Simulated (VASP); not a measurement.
# P: single point with PBE

Slab: P, a slab with vacuum.

```xyz
4
Lattice="3.2824 0.0000 0.0000 0.0000 34.4699 0.0000 0.0000 0.0000 4.8435" Properties=species:S:1:pos:R:3 pbc="T T T"
P     0.0000   33.4319    2.8843
P     0.0000    1.0380    1.9592
P     1.6412    1.0380    0.4626
P     1.6412   33.4319    4.3810
```

This cell differs from its parent crystal: uniaxial strain along c: +4.5 %, then relaxed in part.

```yaml
Program: VASP 6.6.1
Task: single point
Functional: PBE
Potentials_or_basis: VASP PAW PBE potentials, release 64 (P)
Cutoff: 520 eV
k_mesh: 8 × 1 × 6
Occupations: gaussian, width 0.02 eV
Spin: no spin polarisation
Dipole_correction: no
Further_INCAR_settings: ALGO = Normal; EDIFF = 1e-07; NBANDS = 18
```

| Quantity | Value |
| --- | --- |
| Largest force | 0.046 eV/Å |
| Band gap on the k mesh | 1.06 eV, direct |

Forces on the atoms (eV/Å):
```
P    0.000  0.033  0.033
P    0.000 -0.033 -0.033
P    0.000 -0.033  0.033
P    0.000  0.033 -0.033
```

Levels at points of the mesh, in eV from the valence-band top:
```tsv
k point	band 7	band 8	band 9	band 10	band 11	band 12	band 13	band 14
(0.00, 0.00, 0.00)	-3.07	-1.61	-1.48	0.00	1.06	1.84	2.76	3.24
(0.50, 0.00, 0.00)	-2.67	-2.67	-1.83	-1.83	1.16	1.16	2.39	2.39
(0.00, 0.00, 0.50)	-2.38	-2.38	-1.54	-1.54	2.22	2.22	3.69	3.69
(0.50, 0.00, 0.50)	-4.28	-4.28	-0.92	-0.92	2.31	2.31	3.42	3.42
```

Wall time 2.5 min on 1 thread of AMD EPYC 9R45 96-Core Processor (Zen 5), with other jobs on the host, peak memory 0.51 GiB.

Caveat: the cell differs from its parent crystal (uniaxial strain along c: +4.5 %, then relaxed in part).
